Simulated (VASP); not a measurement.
# ZnSe (F-43m) in VASP: a series of runs, part 2 of 2

VASP 6.6.1. The steps go on from the part before.

### Step 3. Relaxation of cell and atoms, LDA, target pressure 20 GPa, at which the enthalpy is minimised

This run uses another cell than the first one, of 21.57 Å³/atom, 1.202 times its volume.

INCAR reads:

```
SYSTEM = ZnSe
PREC = Accurate
ENCUT = 600
EDIFF = 1E-7
ISMEAR = 0
SIGMA = 0.01
LREAL = .FALSE.
LASPH = .TRUE.
NELM = 80
ALGO = Normal
ISIF = 3
LWAVE = .FALSE.
LCHARG = .FALSE.
IBRION = 2
NSW = 80
EDIFFG = -0.001
PSTRESS = 200.0
```

KPOINTS reads:

```
regular mesh
0
G
  8 8 8
  0 0 0
```

POSCAR reads:

```
ZnSe
1.0
    0.0000000000      2.7837680022      2.7837680022
    2.7837680022      0.0000000000      2.7837680022
    2.7837680022      2.7837680022      0.0000000000
Zn Se
1 1
Direct
    0.0000000000      0.0000000000      0.0000000000
    0.7500000000      0.7500000000      0.7500000000
```

Potentials or basis: VASP PAW LDA potentials, release 64 (Zn, Se).

Run with:

```bash
> cat potpaw_LDA.64/Zn/POTCAR potpaw_LDA.64/Se/POTCAR > POTCAR
> mpirun -np 1 vasp_std > vasp.out
```

OUTCAR:

```text
SYSTEM = ZnSe
   PREC = Accurate
   ENCUT = 600
   EDIFF = 1E-7
   ISMEAR = 0
   LREAL = .FALSE.
   LASPH = .TRUE.
   NELM = 80
   ISIF = 3
   IBRION = 2
   NSW = 80
   EDIFFG = -0.001
   PSTRESS = 200.0

 ion  position               nearest neighbor table
   1  0.000  0.000  0.000-   2 2.41   2 2.41   2 2.41   2 2.41
   2  0.750  0.750  0.750-   1 2.41   1 2.41   1 2.41   1 2.41

  LATTYP: Found a face centered cubic cell.
 ALAT       =     5.5675360044

  Lattice vectors:

 A1 = (   0.0000000000,   2.7837680022,   2.7837680022)
 A2 = (   2.7837680022,   0.0000000000,   2.7837680022)
 A3 = (   2.7837680022,   2.7837680022,   0.0000000000)

Analysis of symmetry for initial positions (statically):
=====================================================================
 Subroutine PRICEL returns:
 Original cell was already a primitive cell.

 Routine SETGRP: Setting up the symmetry group for a
 face centered cubic supercell.

 Subroutine GETGRP returns: Found 24 space group operations
 (whereof 24 operations were pure point group operations)
 out of a pool of 48 trial point group operations.

The static configuration has the point symmetry T_d .

Analysis of symmetry for dynamics (positions and initial velocities):
=====================================================================
 Subroutine PRICEL returns:
 Original cell was already a primitive cell.

 Routine SETGRP: Setting up the symmetry group for a
 face centered cubic supercell.

 Subroutine GETGRP returns: Found 24 space group operations
 (whereof 24 operations were pure point group operations)
 out of a pool of 48 trial point group operations.

The dynamic configuration has the point symmetry T_d .

 Subroutine INISYM returns: Found 24 space group operations
 (whereof 24 operations are pure point group operations),
 and found     1 'primitive' translations

----------------------------------------------------------------------------------------

                                     Primitive cell

  volume of cell :      43.1449

  direct lattice vectors                    reciprocal lattice vectors
     0.000000000  2.783768002  2.783768002    -0.179612669  0.179612669  0.179612669
     2.783768002  0.000000000  2.783768002     0.179612669 -0.179612669  0.179612669
     2.783768002  2.783768002  0.000000000     0.179612669  0.179612669 -0.179612669

  length of vectors
     3.936842463  3.936842463  3.936842463     0.311098268  0.311098268  0.311098268

  position of ions in fractional coordinates (direct lattice)
     0.000000000  0.000000000  0.000000000
     0.750000000  0.750000000  0.750000000

  ion indices of the primitive-cell ions
   primitive index   ion index
                 1           1
                 2           2

----------------------------------------------------------------------------------------

 KPOINTS: regular mesh

Automatic generation of k-mesh.
 Grid dimensions read from file:
 generate k-points for:    8    8    8

 Generating k-lattice:

  Cartesian coordinates                     Fractional coordinates (reciprocal lattice)
    -0.022451584  0.022451584  0.022451584     0.125000000  0.000000000  0.000000000
     0.022451584 -0.022451584  0.022451584     0.000000000  0.125000000  0.000000000
     0.022451584  0.022451584 -0.022451584     0.000000000  0.000000000  0.125000000

  Length of vectors
     0.038887283  0.038887283  0.038887283

  Shift w.r.t. Gamma in fractional coordinates (k-lattice)
     0.000000000  0.000000000  0.000000000

 Subroutine IBZKPT returns following result:
 ===========================================

 Found     29 irreducible k-points:

 Following reciprocal coordinates:
            Coordinates               Weight
  0.000000  0.000000  0.000000      1.000000
  0.125000  0.000000  0.000000      8.000000
  0.250000  0.000000  0.000000      8.000000
  0.375000  0.000000  0.000000      8.000000
  0.500000  0.000000  0.000000      4.000000
  0.125000  0.125000  0.000000      6.000000
[... 16 lines left out ...]
  0.500000  0.250000  0.125000     48.000000
 -0.375000  0.250000  0.125000     24.000000
 [... further k-points ...]
   k-points           NKPTS =     29   k-points in BZ     NKDIM =     29   number of bands    NBANDS=     13
   number of dos      NEDOS =    301   number of ions     NIONS =      2
   total plane-waves  NPLWV =  32768
   dimension x,y,z NGX =    32 NGY =   32 NGZ =   32
   dimension x,y,z NGXF=    64 NGYF=   64 NGZF=   64
   ions per type =               1   1
   NGX,Y,Z   is equivalent  to a cutoff of  13.51, 13.51, 13.51 a.u.
   NGXF,Y,Z  is equivalent  to a cutoff of  27.03, 27.03, 27.03 a.u.
 SYSTEM =  ZnSe
   PREC   = accura    normal or accurate (medium, high low for compatibility)
   ISTART =      0    job   : 0-new  1-cont  2-samecut
   ICHARG =      2    charge: 1-file 2-atom 10-const
   ISPIN  =      1    spin polarized calculation?
   LNONCOLLINEAR =      F non collinear calculations
   LSORBIT =      F    spin-orbit coupling
   LASPH  =      T    aspherical Exc in radial PAW
   ENCUT  =  600.0 eV  44.10 Ry    6.64 a.u.   7.86  7.86  7.86*2*pi/ulx,y,z
   NELM   =     80;   NELMIN=  2; NELMDL= -5     # of ELM steps
   EDIFF  = 0.1E-06   stopping-criterion for ELM
   LREAL  =      F    real-space projection
   EDIFFG = -.1E-02   stopping-criterion for IOM
   NSW    =     80    number of steps for IOM
   IBRION =      2    ionic relax: 0-MD 1-quasi-New 2-CG
   NFREE  =      1    steps in history (QN), initial steepest desc. (CG)
   ISIF   =      3    stress and relaxation
   ISYM   =      2    0-nonsym 1-usesym 2-fastsym
   POTIM  = 0.5000    time-step for ionic-motion
   TEBEG  =    0.0;   TEEND  =   0.0 temperature during run
   PSTRESS=  200.0 pullay stress
   NELECT =      18.0000    total number of electrons
   NUPDOWN=      -1.0000    fix difference up-down
   EMIN   =  10.00;   EMAX   =-10.00  energy-range for DOS
   EFERMI =   0.00;   METHOD = LEGACY
   ISMEAR =     0;   SIGMA  =   0.01  broadening in eV -4-tet -1-fermi 0-gaus
   EFERMI_NEDOS =   21; number of points for ismear=-14 and -15
   IALGO  =     38    algorithm
   IMIX   =      4    mixing-type and parameters
     AMIX     =   0.40;   BMIX     =  1.00
     AMIX_MAG =   1.60;   BMIX_MAG =  1.00
  volume/ion in A,a.u.               =      21.57       145.58
  Fermi-wavevector in a.u.,A,eV,Ry     =   1.223271  2.311647 20.359644  1.496392
  Thomas-Fermi vector in A             =   2.358388
   LORBIT       =      0    0 simple, 1 ext, 2 COOP (PROOUT), +10 PAW based schemes
   GGA     = CA    functional components
   LHFCALC =     F    Hartree Fock is set to
   AEXX    =    0.0000 exact exchange contribution
   IVDW    =     0    specifies the selected vdW correction
   LEPSILON=     F    determine dielectric tensor
   LRPA    =     F    only Hartree local field effects (RPA)
 conjugate gradient relaxation of ions
 non-spin polarized calculation
 Gauss-broadening in eV      SIGMA  =   0.01
  energy-cutoff  :      600.00
  volume of cell :       43.14
 maximum number of plane-waves:      1459
   NGX = 15   NGY = 15   NGZ = 15

--------------------------------------- Ionic step        1  -------------------------------------------

 number of electron      17.9999993 magnetization

 Free energy of the ion-electron system (eV)
  ---------------------------------------------------
  ext. energy  EPLUGINS =         0.00000000
  ---------------------------------------------------
  free energy    TOTEN  =        -7.37165797 eV

  energy without entropy =       -7.37165797  energy(sigma->0) =       -7.37165797

 E-fermi :   2.1067     XC(G=0):  -9.9379

 val. band max:        1.9918563046   @ k =   0.0000   0.0000   0.0000
 cond. band min:       3.2816352895   @ k =   0.0000   0.0000   0.0000
 fundamental gap:      1.2897789848
 Fermi energy:         2.1066746280

 k-point     1 :       0.0000    0.0000    0.0000
  band No.  band energies     occupation
      1     -11.6548      2.00000
      2      -4.8947      2.00000
      3      -4.8947      2.00000
      4      -4.8947      2.00000
      5      -4.4862      2.00000
      6      -4.4862      2.00000
      7       1.9919      2.00000
      8       1.9919      2.00000
      9       1.9919      2.00000
     10       3.2816      0.00000
     11       7.6748      0.00000
     12       7.6748      0.00000
[... 1063 lines left out ...]
  enthalpy is  TOTEN    =        -2.4858200547 eV   P V=        4.5025615280

--------------------------------------- Ionic step        9  -------------------------------------------

 number of electron      18.0000007 magnetization

 Free energy of the ion-electron system (eV)
  ---------------------------------------------------
  ext. energy  EPLUGINS =         0.00000000
  ---------------------------------------------------
  free energy    TOTEN  =        -6.98864269 eV

  energy without entropy =       -6.98864269  energy(sigma->0) =       -6.98864269

 E-fermi :   3.9575     XC(G=0): -10.7713

 val. band max:        3.8622522736   @ k =   0.0000   0.0000   0.0000
 cond. band min:       5.9593089991   @ k =   0.0000   0.0000   0.0000
 fundamental gap:      2.0970567255
 Fermi energy:         3.9575387034

 k-point     1 :       0.0000    0.0000    0.0000
  band No.  band energies     occupation
      1     -11.2205      2.00000
      2      -3.9609      2.00000
      3      -3.9609      2.00000
      4      -3.9609      2.00000
      5      -3.3602      2.00000
      6      -3.3602      2.00000
      7       3.8623      2.00000
      8       3.8623      2.00000
      9       3.8623      2.00000
     10       5.9593      0.00000
     11       9.4032      0.00000
     12       9.4032      0.00000
[... 398 lines left out ...]
  FREE ENERGIE OF THE ION-ELECTRON SYSTEM (eV)
  ---------------------------------------------------
  free  energy   TOTEN  =        -6.9886426919 eV

  energy  without entropy=       -6.9886426919  energy(sigma->0) =       -6.98864269

  enthalpy is  TOTEN    =        -2.4858201632 eV   P V=        4.5028225286

 reached required accuracy - stopping structural energy minimisation
```

CONTCAR:

```text
ZnSe
   1.00000000000000
     0.0000000000000000    2.6224777194639515    2.6224777194639515
     2.6224777194639515    0.0000000000000000    2.6224777194639515
     2.6224777194639515    2.6224777194639515   -0.0000000000000000
  Zn              Se
     1     1
Direct
     0.0000000000000000    0.0000000000000000    0.0000000000000000
     0.7500000000000000    0.7500000000000000    0.7500000000000000

  0.00000000E+00  0.00000000E+00  0.00000000E+00
  0.00000000E+00  0.00000000E+00  0.00000000E+00
```

It took 74 s on 1 thread of Intel Xeon Platinum 8488C (Sapphire Rapids), shared host; peak memory 0.18 GiB.

Results:

```yaml
Free_energy: -6.9886 eV
Relaxed_volume: 18.04 Å³/atom
Relaxed_cell: a = 3.709 Å, b = 3.709 Å, c = 3.709 Å, α = 60.00°, β = 60.00°, γ = 60.00°
Space_group_after_relaxing_to_0.05_Å: F-43m (No. 216)
Energy_change_on_relaxing_the_enthalpy_is_what_falls: +191.5 meV/atom
Ionic_steps: 9
Pressure_after_relaxing: 20.0 GPa
Band_gap_on_the_k_mesh: 2.10 eV, direct
```

Step by step:
| step | energy change (eV) | largest force (eV/Å) | pressure (GPa) | volume (Å³) |
| --- | --- | --- | --- | --- |
| 1 | 0.0000 | 0.0000 | 0.33 | 43.14 |
| 2 | 2.3902 | 0.0000 | 76.31 | 28.63 |
| 3 | 0.3387 | 0.0000 | 18.45 | 36.44 |
| 4 | 0.3727 | 0.0000 | 19.69 | 36.16 |
| 5 | 0.3890 | 0.0000 | 20.23 | 36.02 |
| 6 | 0.3740 | 0.0000 | 19.67 | 36.14 |
| 7 | 0.3828 | 0.0000 | 19.98 | 36.07 |
| 8 | 0.3833 | 0.0000 | 20.02 | 36.07 |
| 9 | 0.3830 | 0.0000 | 20.00 | 36.07 |

Final structure:
```
CELL_PARAMETERS angstrom
0.00000 2.62248 2.62248
2.62248 0.00000 2.62248
2.62248 2.62248 0.00000
ATOMIC_POSITIONS crystal
Zn 0.00000 0.00000 0.00000
Se 0.75000 0.75000 0.75000
```

Levels at points of the mesh, in eV from the valence-band top:
```tsv
k point	band 7	band 8	band 9	band 10	band 11	band 12
(0.00, 0.00, 0.00)	0.00	0.00	0.00	2.10	5.54	5.54
(0.50, 0.00, 0.00)	-6.90	-1.28	-1.28	2.77	6.15	6.15
(0.50, 0.50, 0.00)	-5.93	-3.18	-3.18	2.20	3.13	12.49
```

Caveat: the cell is relaxed towards a set pressure, so the enthalpy falls and the energy may rise; the volume moved by over 15 % at a fixed basis, so the end points are rough.

### Step 4. Relaxation of cell and atoms, LDA, target pressure 20 GPa, at which the enthalpy is minimised

INCAR reads:

```
ALGO = Normal ; EDIFF = 1E-7
EDIFFG = -0.001 ; ENCUT = 600
IBRION = 2 ; ISIF = 3
ISMEAR = 0 ; LASPH = True
LCHARG = False ; LREAL = False
LWAVE = False ; NELM = 100
NSW = 80 ; PREC = Accurate
PSTRESS = 200.0 ; SIGMA = 0.01
```

KPOINTS reads:

```
k-points
0
Gamma
  10 10 10
```

POSCAR reads:

```
ZnSe
1.0
    0.0000000000      2.6183408279      2.6183408279
    2.6183408279      0.0000000000      2.6183408279
    2.6183408279      2.6183408279      0.0000000000
Zn Se
1 1
Direct
    0.0000000000      0.0000000000      0.0000000000
    0.7500000000      0.7500000000      0.7500000000
```

Run with:

```bash
> cat potpaw_LDA.64/Zn/POTCAR potpaw_LDA.64/Se/POTCAR > POTCAR
> mpirun -np 1 vasp_std > vasp.out
```

Wall time 81 s (1 thread of Intel Xeon Platinum 8488C (Sapphire Rapids), shared host); peak memory 0.17 GiB.

It converged, with:

```
Free energy                                            : -6.9878 eV
Relaxed volume                                         : 18.03 Å³/atom
Relaxed cell                                           : a = 3.709 Å, b = 3.709 Å, c = 3.709 Å, α = 60.00°, β = 60.00°, γ = 60.00°
Space group after relaxing (to 0.05 Å)                 : F-43m (No. 216)
Energy change on relaxing (the enthalpy is what falls) : -10.6 meV/atom
Ionic steps                                            : 7
Pressure after relaxing                                : 20.0 GPa
Band gap on the k mesh                                 : 2.10 eV, direct
```

The path:
| step | energy change (eV) | largest force (eV/Å) | pressure (GPa) | volume (Å³) |
| --- | --- | --- | --- | --- |
| 1 | 0.0000 | 0.0000 | 20.72 | 35.90 |
| 2 | -0.0520 | 0.0000 | 18.93 | 36.32 |
| 3 | -0.0213 | 0.0000 | 20.04 | 36.07 |
| 4 | -0.0223 | 0.0000 | 19.95 | 36.08 |
| 5 | -0.0217 | 0.0000 | 19.98 | 36.07 |
| 6 | -0.0204 | 0.0000 | 20.04 | 36.06 |
| 7 | -0.0213 | 0.0000 | 19.99 | 36.07 |

Final structure:
```cif
data_structure
_symmetry_space_group_name_H-M 'P 1'
_symmetry_Int_Tables_number 1
_cell_length_a 3.7086
_cell_length_b 3.7086
_cell_length_c 3.7086
_cell_angle_alpha 60.000
_cell_angle_beta 60.000
_cell_angle_gamma 60.000
_cell_volume 36.07
loop_
_atom_site_label
_atom_site_type_symbol
_atom_site_fract_x
_atom_site_fract_y
_atom_site_fract_z
_atom_site_occupancy
Zn1 Zn 0.00000 0.00000 0.00000 1
Se1 Se 0.75000 0.75000 0.75000 1
```

Levels at points of the mesh, in eV from the valence-band top:
```tsv
k point	band 7	band 8	band 9	band 10	band 11	band 12
(0.00, 0.00, 0.00)	0.00	0.00	0.00	2.10	5.54	5.54
(0.50, 0.00, 0.00)	-6.90	-1.28	-1.28	2.77	6.15	6.15
(0.50, 0.50, 0.00)	-5.93	-3.18	-3.18	2.20	3.13	12.49
```

Caveat: the cell is relaxed towards a set pressure, so the enthalpy falls and the energy may rise.

### Step 5. Summary

```tsv
task	cell	k mesh	cutoff (eV)	gap on the mesh (eV)	pressure (GPa)
single point	a = 3.703 Å, angles 60.0°, 2 atoms	10 × 10 × 10	520	2.12	20.7
relaxation of cell and atoms	relaxed to 20 GPa from a = 3.937 Å, angles 60.0°, 2 atoms	8 × 8 × 8	600	2.10	20.0
relaxation of cell and atoms	relaxed to 20 GPa from a = 3.703 Å, angles 60.0°, 2 atoms	10 × 10 × 10	600	2.10	20.0
```

Alike in all rows: level LDA; potentials or basis VASP PAW LDA potentials, release 64 (Zn, Se); no spin polarisation; smearing gaussian 0.01 eV.

Caveats: the cell is relaxed towards a set pressure, so the enthalpy falls and the energy may rise (some runs); the volume moved by over 15 % at a fixed basis, so the end points are rough (some runs).

Absolute energies hang on the potentials; compare differences alone.
